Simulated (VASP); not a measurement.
Input of a VASP 6.6.1 run:

Contents of INCAR:

```
ALGO     = Normal         # electronic algorithm
EDIFF    = 1E-7           # SCF threshold, eV
ENCUT    = 520            # plane-wave cutoff, eV
GGA      = CA             # functional
ISIF     = 2              # what is computed and relaxed
ISMEAR   = -1             # smearing method
LASPH    = T              # aspherical terms in the spheres
LCHARG   = T              # write CHGCAR
LELF     = T              # ELF
LREAL    = Auto         
LVHAR    = T            
LWAVE    = F              # write WAVECAR
NBANDS   = 22             # bands
NELM     = 80             # most SCF steps
PREC     = Accurate       # precision mode
SIGMA    = 0.05           # smearing width, eV
```

KPOINTS

```
k-points
0
Gamma
  1 1 1
```

The input POSCAR:

```
H
1.0
    6.0000000000      0.0000000000      0.0000000000
    0.0000000000      6.0000000000      0.0000000000
    0.0000000000      0.0000000000      6.0000000000
H
16
Direct
    0.1437666667      0.0754666667      0.2908333333
    0.2391166667      0.0118666667      0.2515333333
    0.5879000000      1.1510833333      0.6472333333
    0.5569000000      1.1755833333      0.5252166667
    0.3834833333      1.3435500000      0.8117500000
    0.4157666667      1.3821333333      0.9306666667
    0.8384333333      0.5739000000      0.7110000000
    0.7340166667      0.5879166667      0.7881500000
    0.8323500000      0.7330666667      0.1134333333
    0.9517166667      0.7629333333      0.1578000000
    0.5455000000      0.3226166667      0.2145833333
    0.4778500000      0.3621666667      0.3091666667
   -0.1303666667      0.2134500000      0.8698666667
   -0.0628000000      0.2174333333      0.9832666667
    0.1843500000      0.5266666667      0.4321833333
    0.1013666667      0.6252666667      0.4722833333
```

Potentials or basis: VASP PAW LDA potentials, release 64 (H).

The run is started by

```console
$ cat potpaw_LDA.64/H/POTCAR > POTCAR
$ mpirun -np 1 vasp_gam > vasp.out
```

(1) Estimate the largest force.

(2) What does it give for the band gap on the k mesh?

(3) Estimate the pressure.

Answers

(1) 1.426 eV/Å.

(2) 8.39 eV.

(3) 0.1 GPa.

Caveat: the k points lie up to 1.05 Å⁻¹ apart.
